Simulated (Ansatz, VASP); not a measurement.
# One calculation of CsH, two programs

```
CELL_PARAMETERS angstrom
3.18800 3.18800 0.00000
-3.18800 3.18800 0.00000
0.00000 3.18800 3.18800
ATOMIC_POSITIONS crystal
Cs 0.00000 0.00000 0.00000
H 0.50000 0.50000 0.00000
```

Alike in both runs: task relaxation of cell and atoms; functional r2SCAN; k mesh 10 × 10 × 10; occupations fermi-dirac, width 0.08 eV; no spin polarisation.

```csv
,VASP,Ansatz
version,VASP 6.6.1,Ansatz 0.2.0
potentials or method,"VASP PAW PBE potentials, release 64 (Cs_sv, H)","PAW with Ansatz's default frozen-core files, scalar-relativistic"
plane-wave cutoff (eV),600,500
valence electrons in the cell,10,10
```

|  | VASP | Ansatz | Ansatz less VASP |
| --- | --- | --- | --- |
| relaxed volume (Å³/atom) | 32.61 | 32.40 | -0.207 |
| relaxed length of the cell vector where the two differ most in proportion (Å) | 4.518 | 4.509 | -0.0096 |

VASP's potentials were made for PBE, not for r2SCAN.

Spin-orbit coupling is off throughout.
